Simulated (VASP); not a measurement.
A run of VASP 6.6.1 is set up as follows.

INCAR

```
SYSTEM = InSe
PREC = Accurate
ENCUT = 520
EDIFF = 1E-6
ISMEAR = 0
SIGMA = 0.02
LREAL = .False.
LASPH = .True.
NELM = 60
ALGO = Normal
ISIF = 2
LWAVE = .False.
LCHARG = .True.
GGA = PE
IVDW = 12
LELF = .True.
LVHAR = .True.
NBANDS = 48
```

KPOINTS

```
regular mesh
0
Gamma
  12 12 2
  0 0 0
```

Contents of POSCAR:

```
InSe
1.0
    4.0316416669      0.0000000000      0.0000000000
   -2.0158208334      3.4915041025      0.0000000000
    0.0000000000      0.0000000000     16.7622283797
In Se
4 4
Direct
    0.3333333333      0.6666666667      0.1666625595
    0.6666666667      0.3333333333      0.6666625595
    0.3333333333      0.6666666667      0.3333374405
    0.6666666667      0.3333333333      0.8333374405
    0.3333333333      0.6666666667      0.5898776910
    0.6666666667      0.3333333333      0.0898776910
    0.3333333333      0.6666666667      0.9101223090
    0.6666666667      0.3333333333      0.4101223090
```

Potentials or basis: VASP PAW PBE potentials, release 64 (In_d, Se).

Launch:

```sh
$ cat potpaw_PBE.64/In_d/POTCAR potpaw_PBE.64/Se/POTCAR > POTCAR
$ mpirun -np 1 vasp_std > vasp.out
```

**Question.** Estimate the largest force.

**Answer.** 0.016 eV/Å.

**Question.** Predict the band gap on the k mesh.

**Answer.** 0.36 eV.

Forces on the atoms (eV/Å):
```
In   0.000  0.000  0.016
In   0.000  0.000  0.016
In   0.000  0.000 -0.016
In   0.000  0.000 -0.016
Se   0.000  0.000 -0.014
Se   0.000  0.000 -0.014
Se   0.000  0.000  0.014
Se   0.000  0.000  0.014
```

Caveat: spin-orbit coupling is left out, which moves the levels of the heavy elements.
